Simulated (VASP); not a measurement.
# Cr3As4 (R-3m) in VASP: single point with PBE

Aim: the single point of Cr3As4 with PBE.

Everything below comes from runs of VASP 6.6.1. Logs are shortened: lines on timing, memory, paths and dates and some standing lists are left out, and cuts for length are marked.

## Step 1: The cell of the first run

It takes space group R-3m (No. 166, trigonal). Conventional cell: a = 6.902 Å, b = 6.902 Å, c = 11.696 Å, α = 90.00°, β = 90.00°, γ = 120.00°. Within 3.7 Å of Cr (site symmetry 2/m) lie 6 As at 2.79 to 3.45 Å and 4 Cr at 3.45 Å. As (site symmetry -3m) has 6 As at 2.79 Å and 6 Cr at 3.45 Å within 3.7 Å. As (site symmetry 2/m) has 6 As at 2.79 to 3.45 Å and 4 Cr at 2.79 Å within 3.7 Å.

The cell was built from a structure type or drawn by symmetry, and may not be a known phase.

## Step 2: Single point, PBE, collinear spin, ferrimagnetic start

INCAR

```
SYSTEM = Cr3As4
PREC = Accurate
ENCUT = 520
EDIFF = 1E-6
ISMEAR = 0
SIGMA = 0.1
LREAL = .False.
LASPH = .True.
NELM = 150
ALGO = Normal
ISIF = 2
LWAVE = .False.
LCHARG = .False.
ISPIN = 2
MAGMOM = 3 -3 3 0 0 0 0
LORBIT = 11
LMAXMIX = 4
GGA = PE
NBANDS = 41
```

KPOINTS

```
Automatic mesh
0
Gamma
  3 3 3
  0 0 0
```

POSCAR

```
Cr3As4
1.0
    3.4508969500      1.9923762800      3.8985316300
   -3.4508969500      1.9923762800      3.8985316300
    0.0000000000     -3.9847525600      3.8985316300
Cr As
3 4
Direct
    0.5000000000      0.5000000000      0.0000000000
    0.0000000000      0.5000000000      0.5000000000
    0.5000000000      0.0000000000      0.5000000000
    0.0000000000      0.0000000000      0.0000000000
    0.0000000000      0.0000000000      0.5000000000
    0.5000000000      0.0000000000      0.0000000000
    0.0000000000      0.5000000000      0.0000000000
```

Potentials or basis: VASP PAW PBE potentials, release 64 (Cr_pv, As).

On the command line:

```sh
$ cat potpaw_PBE.64/Cr_pv/POTCAR potpaw_PBE.64/As/POTCAR > POTCAR
$ mpirun -np 1 vasp_std > vasp.out
```

OUTCAR:

```text
SYSTEM = Cr3As4
   PREC = Accurate
   ENCUT = 520
   EDIFF = 1E-6
   ISMEAR = 0
   LREAL = .False.
   LASPH = .True.
   NELM = 150
   ISIF = 2
   ISPIN = 2
   LORBIT = 11
   GGA = PE

 ion  position               nearest neighbor table
   1  0.500  0.500  0.000-   6 2.79   7 2.79   6 2.79   7 2.79
   2  0.000  0.500  0.500-   7 2.79   7 2.79   5 2.79   5 2.79
   3  0.500  0.000  0.500-   6 2.79   6 2.79   5 2.79   5 2.79
   4  0.000  0.000  0.000-   5 2.79   5 2.79   7 2.79   6 2.79   7 2.79   6 2.79
   5  0.000  0.000  0.500-   4 2.79   4 2.79   2 2.79   3 2.79   2 2.79   3 2.79
   6  0.500  0.000  0.000-   3 2.79   3 2.79   4 2.79   1 2.79   1 2.79   4 2.79
   7  0.000  0.500  0.000-   2 2.79   2 2.79   4 2.79   1 2.79   4 2.79   1 2.79

  LATTYP: Found a trigonal (rhomboedric) cell.
 ALAT       =     5.5746571079
 COS(alpha) =     0.2335961848

  Lattice vectors:

 A1 = (   3.4508969500,   1.9923762800,   3.8985316300)
 A2 = (  -3.4508969500,   1.9923762800,   3.8985316300)
 A3 = (   0.0000000000,  -3.9847525600,   3.8985316300)

Analysis of symmetry for initial positions (statically):
=====================================================================
 Subroutine PRICEL returns:
 Original cell was already a primitive cell.

 Routine SETGRP: Setting up the symmetry group for a
 trigonal (rhombohedral) supercell.

 Subroutine GETGRP returns: Found 12 space group operations
 (whereof 12 operations were pure point group operations)
 out of a pool of 12 trial point group operations.

The static configuration has the point symmetry D_3d.

Analysis of symmetry for dynamics (positions and initial velocities):
=====================================================================
 Subroutine PRICEL returns:
 Original cell was already a primitive cell.

 Routine SETGRP: Setting up the symmetry group for a
 trigonal (rhombohedral) supercell.

 Subroutine GETGRP returns: Found 12 space group operations
 (whereof 12 operations were pure point group operations)
 out of a pool of 12 trial point group operations.

The dynamic configuration has the point symmetry D_3d.

Analysis of structural, dynamic, and magnetic symmetry:
=====================================================================
 Subroutine PRICEL returns:
 Original cell was already a primitive cell.

 Routine SETGRP: Setting up the symmetry group for a
 trigonal (rhombohedral) supercell.

 Subroutine GETGRP returns: Found  4 space group operations
 (whereof  4 operations were pure point group operations)
 out of a pool of 12 trial point group operations.

The overall configuration has the point symmetry C_2h.

 Subroutine INISYM returns: Found  4 space group operations
 (whereof  4 operations are pure point group operations),
 and found     1 'primitive' translations

----------------------------------------------------------------------------------------

                                     Primitive cell

  volume of cell :     160.8258

  direct lattice vectors                    reciprocal lattice vectors
     3.450896950  1.992376280  3.898531630     0.144889867  0.083652204  0.085502278
    -3.450896950  1.992376280  3.898531630    -0.144889867  0.083652204  0.085502278
     0.000000000 -3.984752560  3.898531630     0.000000000 -0.167304408  0.085502278

  length of vectors
     5.574657108  5.574657108  5.574657105     0.187886679  0.187886679  0.187886679

  position of ions in fractional coordinates (direct lattice)
     0.500000000  0.500000000  0.000000000
     1.000000000  0.500000000  0.500000000
     0.500000000  1.000000000  0.500000000
     0.000000000  0.000000000  0.000000000
     0.000000000  0.000000000  0.500000000
     0.500000000  1.000000000  0.000000000
     1.000000000  0.500000000  0.000000000

  ion indices of the primitive-cell ions
   primitive index   ion index
                 1           1
                 2           2
                 3           3
                 4           4
[... 37 lines left out ...]
 -0.333333  0.333333  0.000000      4.000000
 -0.000000 -0.333333  0.333333      2.000000
  0.333333  0.333333  0.333333      2.000000
 -0.333333  0.333333  0.333333      2.000000
  0.333333 -0.333333  0.333333      4.000000
   k-points           NKPTS =     10   k-points in BZ     NKDIM =     10   number of bands    NBANDS=     41
   number of dos      NEDOS =    301   number of ions     NIONS =      7
   total plane-waves  NPLWV =  74088
   dimension x,y,z NGX =    42 NGY =   42 NGZ =   42
   dimension x,y,z NGXF=    84 NGYF=   84 NGZF=   84
   ions per type =               3   4
   NGX,Y,Z   is equivalent  to a cutoff of  12.53, 12.53, 12.53 a.u.
   NGXF,Y,Z  is equivalent  to a cutoff of  25.05, 25.05, 25.05 a.u.
 SYSTEM =  Cr3As4
   PREC   = accura    normal or accurate (medium, high low for compatibility)
   ISTART =      0    job   : 0-new  1-cont  2-samecut
   ICHARG =      2    charge: 1-file 2-atom 10-const
   ISPIN  =      2    spin polarized calculation?
   LNONCOLLINEAR =      F non collinear calculations
   LSORBIT =      F    spin-orbit coupling
   LASPH  =      T    aspherical Exc in radial PAW
   ENCUT  =  520.0 eV  38.22 Ry    6.18 a.u.  10.37 10.37 10.37*2*pi/ulx,y,z
   NELM   =    150;   NELMIN=  2; NELMDL= -5     # of ELM steps
   EDIFF  = 0.1E-05   stopping-criterion for ELM
   LREAL  =      F    real-space projection
   EDIFFG = 0.1E-04   stopping-criterion for IOM
   NSW    =      0    number of steps for IOM
   IBRION =     -1    ionic relax: 0-MD 1-quasi-New 2-CG
   NFREE  =      0    steps in history (QN), initial steepest desc. (CG)
   ISIF   =      2    stress and relaxation
   ISYM   =      2    0-nonsym 1-usesym 2-fastsym
   POTIM  = 0.5000    time-step for ionic-motion
   TEBEG  =    0.0;   TEEND  =   0.0 temperature during run
   PSTRESS=    0.0 pullay stress
   NELECT =      56.0000    total number of electrons
   NUPDOWN=      -1.0000    fix difference up-down
   EMIN   =  10.00;   EMAX   =-10.00  energy-range for DOS
   EFERMI =   0.00;   METHOD = LEGACY
   ISMEAR =     0;   SIGMA  =   0.10  broadening in eV -4-tet -1-fermi 0-gaus
   EFERMI_NEDOS =   21; number of points for ismear=-14 and -15
   IALGO  =     38    algorithm
   IMIX   =      4    mixing-type and parameters
     AMIX     =   0.40;   BMIX     =  1.00
     AMIX_MAG =   1.60;   BMIX_MAG =  1.00
  volume/ion in A,a.u.               =      22.98       155.04
  Fermi-wavevector in a.u.,A,eV,Ry     =   1.151734  2.176462 18.048017  1.326492
  Thomas-Fermi vector in A             =   2.288390
   LORBIT       =     11    0 simple, 1 ext, 2 COOP (PROOUT), +10 PAW based schemes
   GGA     = PE    functional components
   LHFCALC =     F    Hartree Fock is set to
   AEXX    =    0.0000 exact exchange contribution
   IVDW    =     0    specifies the selected vdW correction
   LEPSILON=     F    determine dielectric tensor
   LRPA    =     F    only Hartree local field effects (RPA)
 spin polarized calculation
 Gauss-broadening in eV      SIGMA  =   0.10
  energy-cutoff  :      520.00
  volume of cell :      160.83
 maximum number of plane-waves:      4341
 NGX is ok and might be reduce to    42
   NGX = 21   NGY = 21   NGZ = 21

 number of electron      55.9999978 magnetization       4.1540620

 Free energy of the ion-electron system (eV)
  ---------------------------------------------------
  ext. energy  EPLUGINS =         0.00000000
  ---------------------------------------------------
  free energy    TOTEN  =       -43.63731472 eV

  energy without entropy =      -43.61236633  energy(sigma->0) =      -43.62484053

 E-fermi :   4.3287     XC(G=0):  -9.6957

 val. band max:        4.3189310862   @ k =   0.3333   0.3333   0.3333
 cond. band min:       4.3450100333   @ k =   0.3333   0.3333  -0.0000
 fundamental gap:      0.0260789472
 Fermi energy:         4.3287201682

 spin component 1

 k-point     1 :       0.0000    0.0000    0.0000
  band No.  band energies     occupation
      1     -39.5144      1.00000
      2     -39.4974      1.00000
      3     -39.4396      1.00000
      4     -39.4378      1.00000
      5     -39.4156      1.00000
      6     -39.4141      1.00000
[... 419 lines left out ...]
     39       7.3540      0.00000
     40       7.5781      0.00000
 Fermi energy:         4.3287201682

 spin component 2

 k-point     1 :       0.0000    0.0000    0.0000
  band No.  band energies     occupation
      1     -39.3551      1.00000
      2     -39.3345      1.00000
      3     -39.3174      1.00000
      4     -35.8018      1.00000
      5     -35.7908      1.00000
      6     -35.6854      1.00000
[... 419 lines left out ...]
     39       8.0157      0.00000
     40       8.1331      0.00000
 [bands above 40 left out]

------------------------ aborting loop because EDIFF is reached ----------------------------------------

  FORCE on cell =-STRESS in cart. coord.  units (eV):
  Direction    XX          YY          ZZ          XY          YZ          ZX
  --------------------------------------------------------------------------------------
  -------------------------------------------------------------------------------------
  Total       -5.6788501     -5.7634493    -12.5523249      0.0732651      0.1078977      0.1868814
  in kB      -56.5737958    -57.4165899   -125.0486729      0.7298812      1.0748972      1.8617484
  external PRESSURE =     -79.6796862 kB  Pullay stress =       0.0000000 kB

 VOLUME and BASIS-vectors are now :
 -----------------------------------------------------------------------------
  energy-cutoff  :      520.00
  volume of cell :      160.83
      direct lattice vectors                 reciprocal lattice vectors
     3.450896950  1.992376280  3.898531630     0.144889867  0.083652204  0.085502278
    -3.450896950  1.992376280  3.898531630    -0.144889867  0.083652204  0.085502278
     0.000000000 -3.984752560  3.898531630     0.000000000 -0.167304408  0.085502278

 POSITION                                       TOTAL-FORCE (eV/Angst)
 -----------------------------------------------------------------------------------
      0.00000      1.99238      3.89853        -0.000000      0.000000     -0.000000
     -1.72545     -0.99619      3.89853        -0.000000     -0.000000     -0.000000
      1.72545     -0.99619      3.89853        -0.000000      0.000000      0.000000
      0.00000      0.00000      0.00000         0.000000     -0.000000      0.000000
      0.00000     -1.99238      1.94927        -0.000000     -0.000000      0.000000
      1.72545      0.99619      1.94927        -0.000000     -0.000000      0.000000
     -1.72545      0.99619      1.94927         0.000000     -0.000000      0.000000
 -----------------------------------------------------------------------------------
    total drift:                                0.000000      0.000000     -0.000000

  FREE ENERGIE OF THE ION-ELECTRON SYSTEM (eV)
  ---------------------------------------------------
  free  energy   TOTEN  =       -43.6373147224 eV

  energy  without entropy=      -43.6123663309  energy(sigma->0) =      -43.62484053

 total charge

# of ion       s       p       d       tot
------------------------------------------
    1        0.213   6.100   4.125  10.438
    2        0.223   6.095   4.130  10.448
    3        0.213   6.100   4.125  10.438
    4        1.318   1.253   0.046   2.616
    5        1.271   1.369   0.034   2.674
    6        1.269   1.373   0.033   2.675
    7        1.271   1.369   0.034   2.674
--------------------------------------------------
tot          5.777  23.658  12.528  41.963

 magnetization (x)

# of ion       s       p       d       tot
------------------------------------------
    1        0.061   0.022   3.696   3.778
    2       -0.071  -0.012  -3.689  -3.772
    3        0.061   0.022   3.696   3.778
    4        0.003   0.014   0.001   0.018
    5       -0.001   0.008   0.000   0.008
    6        0.001  -0.134   0.009  -0.124
    7       -0.001   0.008   0.000   0.008
--------------------------------------------------
tot          0.053  -0.073   3.713   3.693
```

Wall time 4.6 min (1 thread of AMD EPYC 7R43 (Zen 3), shared host); peak memory 0.31 GiB.

Results:

| Property | Result |
| --- | --- |
| Free energy | -43.6373 eV |
| Pressure | -8.0 GPa |
| Net moment | 4.15 μB per cell |
| Site moments | Cr +3.78, -3.77 (each value once); As +0.02, +0.01, -0.12 (each value once) μB |
| Valence electrons inside the program's atomic spheres | Cr 10.44, 10.45 (each value once); As 2.62, 2.67 (each value once) |

Stress tensor (GPa, compression positive):
```
 -5.66   0.07   0.19
  0.07  -5.74   0.11
  0.19   0.11 -12.50
```

Caveat: the k points lie up to 0.39 Å⁻¹ apart.
